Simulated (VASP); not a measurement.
# Si32O (a cell with a defect) in VASP: single point with PBE

Aim: the single point of Si32O (a cell with a defect) with PBE.

All numbers are computed with VASP 6.6.1; they aren't measurements. Logs are shortened: lines on timing, memory, paths and dates and some standing lists are left out, and cuts for length are marked.

### 1 The cell of the first run

The cell holds a defect, 33 atoms: a = 9.220 Å, b = 9.220 Å, c = 9.992 Å, α = 116.09°, β = 116.09°, γ = 92.69°.

### 2 Single point, PBE

Input file INCAR:

```
SYSTEM = Si32O
  ALGO = Normal
  EDIFF = 1E-7
  ENCUT = 520
  GGA = PE
  ISIF = 2
  ISMEAR = 0
  LASPH = .True.
  LCHARG = .False.
  LREAL = Auto
  LWAVE = .False.
  NBANDS = 89
  NELM = 100
  PREC = Accurate
  SIGMA = 0.02
```

Input file KPOINTS:

```
Automatic mesh
0
Gamma
  2 2 2
  0.5 0.5 0.5
```

Input file POSCAR:

```
Si32O
1.0
   -5.7769209609      3.3353068718      6.3650226989
    5.7769209609     -3.3353068718      6.3650226989
    3.8512806405      6.6706137437     -6.3650226989
Si O
32 1
Direct
    0.2369325376      0.0746035315      0.2471237301
    0.7410748341      0.5787675225      0.2553993341
    0.1159107383      0.4475408183      0.5011702391
    0.6116409259      0.9516928646      0.4987008236
    0.4882813320      0.3259098192      0.7512655312
    1.0160215517      0.8057204543      0.7512526579
    0.8642523815      0.2042703691      0.0038610329
    0.3659062725      0.6975329589      1.0011874503
    0.3218146507      0.4913271001      0.2497335479
    0.8232494190      0.9928106471      0.2527305274
    0.2025777458      0.8659867883      0.4959642194
    0.6915118596      0.3637540735      0.4982069613
    0.5775879132      0.7459363301      0.7511567637
    0.0627896166      0.2357244420      0.7512849498
    0.9445580689      0.6167697130      1.0043307110
    0.4578825088      0.1213166986      0.0065336927
    0.4225202036      0.2601910677      0.2471236652
    0.9266318639      0.7643244224      0.2553992692
    0.3036293608      0.6352595707      0.5011703040
    0.7970078114      0.1370597354      0.4987008355
    0.6753558416      0.5129843288      0.7512655312
    0.1955322871     -0.0147689401      0.7512525930
    0.0495904744      0.3896085517      0.0038609086
    0.5536542917      0.8852810530      1.0011873378
    0.5099197430      0.6794809711      0.2527305274
    0.0084064680      0.1779187126      0.2497335954
    0.3844529390      0.0566951528      0.4982069613
    0.8799775192      0.5433865470      0.4959642313
    0.7655605914      0.9384952869      0.7512848849
    0.2552205172      0.4235688042      0.7511566988
    0.1352171228      0.7986513547      1.0065337330
    0.6375610604      0.3097726770      0.0043306589
   -0.0088418757      0.0099651507     -0.2488766191
```

Potentials or basis: VASP PAW PBE potentials, release 64 (Si, O).

On the command line:

```console
> cat potpaw_PBE.64/Si/POTCAR potpaw_PBE.64/O/POTCAR > POTCAR
> mpirun -np 1 vasp_std > vasp.out
```

OUTCAR:

```text
SYSTEM = Si32O
   EDIFF = 1E-7
   ENCUT = 520
   GGA = PE
   ISIF = 2
   ISMEAR = 0
   LASPH = .True.
   LREAL = Auto
   NELM = 100
   PREC = Accurate

 ion  position               nearest neighbor table
   1  0.237  0.075  0.247-  31 2.36  27 2.36  26 2.36  17 2.36
   2  0.741  0.579  0.255-  28 2.35  32 2.36  25 2.36  18 2.36
   3  0.116  0.448  0.501-  26 2.36  30 2.37  28 2.37  19 2.39
   4  0.612  0.952  0.499-  27 2.35  29 2.35  25 2.36  20 2.36
   5  0.488  0.326  0.751-  27 2.37  32 2.37  30 2.37  21 2.38
   6  0.016  0.806  0.751-  33 1.91  22 2.29  28 2.33  31 2.33  29 2.66
   7  0.864  0.204  0.004-  32 2.35  29 2.35  26 2.35  23 2.36
   8  0.366  0.698  0.001-  25 2.36  30 2.37  31 2.37  24 2.39
   9  0.322  0.491  0.250-  23 2.35  19 2.36  17 2.36  25 2.38
  10  0.823  0.993  0.253-  20 2.36  24 2.36  18 2.36  26 2.38
  11  0.203  0.866  0.496-  22 2.33  18 2.35  27 2.36  19 2.37
  12  0.692  0.364  0.498-  20 2.35  17 2.36  28 2.36  21 2.37
  13  0.578  0.746  0.751-  21 2.37  19 2.37  24 2.37  29 2.42
  14  0.063  0.236  0.751-  33 2.15  23 2.35  20 2.35  30 2.42  22 2.66
  15  0.945  0.617  0.004-  23 2.35  18 2.36  31 2.36  21 2.37
  16  0.458  0.121  0.007-  22 2.33  17 2.36  32 2.36  24 2.37
  17  0.423  0.260  0.247-  16 2.36  12 2.36   9 2.36   1 2.36
  18  0.927  0.764  0.255-  11 2.35  15 2.36  10 2.36   2 2.36
  19  0.304  0.635  0.501-   9 2.36  13 2.37  11 2.37   3 2.39
  20  0.797  0.137  0.499-  12 2.35  14 2.35  10 2.36   4 2.36
  21  0.675  0.513  0.751-  12 2.37  15 2.37  13 2.37   5 2.38
  22  0.196  0.985  0.751-  33 1.91   6 2.29  11 2.33  16 2.33  14 2.66
  23  0.050  0.390  0.004-  15 2.35  14 2.35   9 2.35   7 2.36
  24  0.554  0.885  0.001-  10 2.36  13 2.37  16 2.37   8 2.39
  25  0.510  0.679  0.253-   4 2.36   8 2.36   2 2.36   9 2.38
  26  0.008  0.178  0.250-   7 2.35   3 2.36   1 2.36  10 2.38
  27  0.384  0.057  0.498-   4 2.35   1 2.36  11 2.36   5 2.37
  28  0.880  0.543  0.496-   6 2.33   2 2.35  12 2.36   3 2.37
  29  0.766  0.938  0.751-  33 2.15   7 2.35   4 2.35  13 2.42   6 2.66
  30  0.255  0.424  0.751-   5 2.37   3 2.37   8 2.37  14 2.42
  31  0.135  0.799  0.007-   6 2.33   1 2.36  15 2.36   8 2.37
  32  0.638  0.310  0.004-   7 2.35   2 2.36  16 2.36   5 2.37
  33  0.991  0.010  0.751-   6 1.91  22 1.91  29 2.15  14 2.15

  LATTYP: Found a face centered orthorhombic cell.
 ALAT       =    12.7300453978
 B/A-ratio  =     1.0480109906
 C/A-ratio  =     1.2101388550

  Lattice vectors:

 A1 = (   9.6282016014,   3.3353068719,   0.0000000000)
 A2 = (   3.8512806405,   6.6706137437,   6.3650226989)
 A3 = (   5.7769209609,  -3.3353068718,   6.3650226989)

Analysis of symmetry for initial positions (statically):
=====================================================================
 Subroutine PRICEL returns:
 Original cell was already a primitive cell.

 Routine SETGRP: Setting up the symmetry group for a
 face centered orthorhombic supercell.

 Subroutine GETGRP returns: Found  2 space group operations
 (whereof  1 operations were pure point group operations)
 out of a pool of  8 trial point group operations.

The static configuration has the point symmetry C_1 .
 The point group associated with its full space group is C_1h.

Analysis of symmetry for dynamics (positions and initial velocities):
=====================================================================
 Subroutine PRICEL returns:
 Original cell was already a primitive cell.

 Routine SETGRP: Setting up the symmetry group for a
 face centered orthorhombic supercell.

 Subroutine GETGRP returns: Found  2 space group operations
 (whereof  1 operations were pure point group operations)
 out of a pool of  8 trial point group operations.

The dynamic configuration has the point symmetry C_1 .
 The point group associated with its full space group is C_1h.

 Subroutine INISYM returns: Found  2 space group operations
 (whereof  1 operations are pure point group operations),
 and found     1 'primitive' translations

----------------------------------------------------------------------------------------

                                     Primitive cell

  volume of cell :     654.0801

  direct lattice vectors                    reciprocal lattice vectors
    -5.776920961  3.335306872  6.365022699    -0.032456736  0.093694527  0.078554315
[... 46 lines left out ...]
                 4           4
                 5           5
                 6           6
[... 25 lines left out ...]
                32          32
                33          33

----------------------------------------------------------------------------------------

 KPOINTS: Automatic mesh

Automatic generation of k-mesh.
 Grid dimensions read from file:
 generate k-points for:    2    2    2

 Generating k-lattice:

  Cartesian coordinates                     Fractional coordinates (reciprocal lattice)
    -0.016228368  0.046847264  0.039277158     0.500000000  0.000000000 -0.000000000
     0.048685104  0.009369453  0.039277158     0.000000000  0.500000000  0.000000000
     0.032456736  0.056216716  0.000000000     0.000000000  0.000000000  0.500000000

  Length of vectors
     0.063251254  0.063251254  0.064913473

  Shift w.r.t. Gamma in fractional coordinates (k-lattice)
     0.500000000  0.500000000  0.500000000

 Subroutine IBZKPT returns following result:
 ===========================================

 Found      4 irreducible k-points:

 Following reciprocal coordinates:
            Coordinates               Weight
  0.250000  0.250000  0.250000      2.000000
 -0.250000  0.250000  0.250000      2.000000
 -0.250000  0.250000 -0.250000      2.000000
 -0.250000 -0.250000  0.250000      2.000000
   k-points           NKPTS =      4   k-points in BZ     NKDIM =      4   number of bands    NBANDS=     89
   number of dos      NEDOS =    301   number of ions     NIONS =     33
   total plane-waves  NPLWV = 392000
   dimension x,y,z NGX =    70 NGY =   70 NGZ =   80
   dimension x,y,z NGXF=   140 NGYF=  140 NGZF=  160
   ions per type =              32   1
   NGX,Y,Z   is equivalent  to a cutoff of  12.62, 12.62, 13.31 a.u.
   NGXF,Y,Z  is equivalent  to a cutoff of  25.24, 25.24, 26.62 a.u.
 SYSTEM =  Si32O
   PREC   = accura    normal or accurate (medium, high low for compatibility)
   ISTART =      0    job   : 0-new  1-cont  2-samecut
   ICHARG =      2    charge: 1-file 2-atom 10-const
   ISPIN  =      1    spin polarized calculation?
   LNONCOLLINEAR =      F non collinear calculations
   LSORBIT =      F    spin-orbit coupling
   LASPH  =      T    aspherical Exc in radial PAW
   ENCUT  =  520.0 eV  38.22 Ry    6.18 a.u.  17.14 17.14 18.58*2*pi/ulx,y,z
   NELM   =    100;   NELMIN=  2; NELMDL= -5     # of ELM steps
   EDIFF  = 0.1E-06   stopping-criterion for ELM
   LREAL  =      T    real-space projection
   EDIFFG = 0.1E-05   stopping-criterion for IOM
   NSW    =      0    number of steps for IOM
   IBRION =     -1    ionic relax: 0-MD 1-quasi-New 2-CG
   NFREE  =      0    steps in history (QN), initial steepest desc. (CG)
   ISIF   =      2    stress and relaxation
   ISYM   =      2    0-nonsym 1-usesym 2-fastsym
   POTIM  = 0.5000    time-step for ionic-motion
   TEBEG  =    0.0;   TEEND  =   0.0 temperature during run
   PSTRESS=    0.0 pullay stress
   NELECT =     134.0000    total number of electrons
   NUPDOWN=      -1.0000    fix difference up-down
   EMIN   =  10.00;   EMAX   =-10.00  energy-range for DOS
   EFERMI =   0.00;   METHOD = LEGACY
   ISMEAR =     0;   SIGMA  =   0.02  broadening in eV -4-tet -1-fermi 0-gaus
   EFERMI_NEDOS =   21; number of points for ismear=-14 and -15
   IALGO  =     38    algorithm
   IMIX   =      4    mixing-type and parameters
     AMIX     =   0.40;   BMIX     =  1.00
     AMIX_MAG =   1.60;   BMIX_MAG =  1.00
  volume/ion in A,a.u.               =      19.82       133.76
  Fermi-wavevector in a.u.,A,eV,Ry     =   0.965086  1.823749 12.672350  0.931391
  Thomas-Fermi vector in A             =   2.094773
   LORBIT       =      0    0 simple, 1 ext, 2 COOP (PROOUT), +10 PAW based schemes
   GGA     = PE    functional components
   LHFCALC =     F    Hartree Fock is set to
   AEXX    =    0.0000 exact exchange contribution
   IVDW    =     0    specifies the selected vdW correction
   LEPSILON=     F    determine dielectric tensor
   LRPA    =     F    only Hartree local field effects (RPA)
 non-spin polarized calculation
 Gauss-broadening in eV      SIGMA  =   0.02
  energy-cutoff  :      520.00
  volume of cell :      654.08
 maximum number of plane-waves:     17670
 NGX is ok and might be reduce to    70
   NGX = 35   NGY = 35   NGZ = 37

 number of electron     134.0000001 magnetization

 Free energy of the ion-electron system (eV)
  ---------------------------------------------------
  ext. energy  EPLUGINS =         0.00000000
  ---------------------------------------------------
  free energy    TOTEN  =      -177.88362996 eV

  energy without entropy =     -177.88362996  energy(sigma->0) =     -177.88362996

 E-fermi :   5.8956     XC(G=0):  -9.3983

 val. band max:        5.7474082839   @ k =  -0.2500  -0.2500   0.2500
 cond. band min:       6.1923736444   @ k =   0.2500   0.2500   0.2500
 fundamental gap:      0.4449653606
 Fermi energy:         5.8956476674

 k-point     1 :       0.2500    0.2500    0.2500
  band No.  band energies     occupation
      1     -14.4640      2.00000
      2      -5.4602      2.00000
      3      -5.3783      2.00000
      4      -5.3563      2.00000
      5      -5.0033      2.00000
      6      -4.2610      2.00000
[... 317 lines left out ...]
     78       8.1894      0.00000
     79       8.1966      0.00000
 [bands above 79 left out]

------------------------ aborting loop because EDIFF is reached ----------------------------------------

  FORCE on cell =-STRESS in cart. coord.  units (eV):
  Direction    XX          YY          ZZ          XY          YZ          ZX
  --------------------------------------------------------------------------------------
  -------------------------------------------------------------------------------------
  Total        3.5627261      3.0802310      2.8496927     -0.4204784      0.0000000      0.0000000
  in kB        8.7269425      7.5450647      6.9803582     -1.0299670      0.0000000      0.0000000
  external PRESSURE =       7.7507885 kB  Pullay stress =       0.0000000 kB

 VOLUME and BASIS-vectors are now :
 -----------------------------------------------------------------------------
  energy-cutoff  :      520.00
  volume of cell :      654.08
      direct lattice vectors                 reciprocal lattice vectors
    -5.776920961  3.335306872  6.365022699    -0.032456736  0.093694527  0.078554315
     5.776920961 -3.335306872  6.365022699     0.097370209  0.018738905  0.078554315
     3.851280641  6.670613744 -6.365022699     0.064913473  0.112433432  0.000000000

 POSITION                                       TOTAL-FORCE (eV/Angst)
 -----------------------------------------------------------------------------------
      0.01398      2.18988      0.40999        -0.000854      0.000525      0.000880
      0.04598      2.24501      6.77520        -0.000955      0.000537     -0.001122
      3.84595      2.23703      0.39642        -0.001536     -0.000378     -0.001926
      3.88509      2.19246      6.77641         0.000470     -0.001217      0.001588
      1.95533      5.55296      0.40052         0.001416     -0.000658     -0.000235
      7.45531      2.37743      0.44867        -0.023589      0.013191     -0.024257
[... 25 lines left out ...]
     -1.87693      1.12216      6.00224        -0.000395     -0.000100     -0.000098
     -2.77549      8.28303      1.59126         0.047840     -0.026351     -0.000000
 -----------------------------------------------------------------------------------
    total drift:                               -0.005967      0.000536     -0.000783

  FREE ENERGIE OF THE ION-ELECTRON SYSTEM (eV)
  ---------------------------------------------------
  free  energy   TOTEN  =      -177.8836299613 eV

  energy  without entropy=     -177.8836299613  energy(sigma->0) =     -177.88362996
```

It took 6.3 min on 1 thread of AMD EPYC 9R45 (Zen 5), shared host; peak memory 0.73 GiB.

Results:

* Free energy: -177.8836 eV
* Pressure: 0.8 GPa
* Largest force: 0.055 eV/Å
* Band gap on the k mesh: 0.45 eV

Forces on the atoms (eV/Å):
```
Si  -0.001  0.001  0.001
Si  -0.001  0.001 -0.001
Si  -0.002  0.000 -0.002
Si   0.000 -0.001  0.002
Si   0.001 -0.001  0.000
Si  -0.024  0.013 -0.024
Si  -0.001  0.000 -0.001
Si   0.000  0.002  0.001
Si  -0.001  0.001 -0.001
Si   0.000  0.001 -0.001
Si   0.002  0.000  0.001
Si  -0.002  0.001 -0.001
Si   0.003  0.002 -0.006
Si   0.001 -0.005 -0.002
Si   0.000  0.000  0.000
Si   0.000 -0.002 -0.002
Si  -0.001  0.001 -0.001
Si  -0.001  0.001  0.001
Si  -0.002  0.000  0.002
Si   0.000 -0.001 -0.002
Si   0.001 -0.001  0.000
Si  -0.024  0.013  0.024
Si  -0.001  0.000  0.001
Si   0.000  0.002 -0.001
Si   0.000  0.001  0.001
Si  -0.001  0.001  0.001
Si  -0.002  0.001  0.001
Si   0.002  0.000 -0.001
Si   0.001 -0.005  0.002
Si   0.003  0.002  0.006
Si   0.000 -0.002  0.002
Si   0.000  0.000  0.000
O    0.048 -0.026  0.000
```
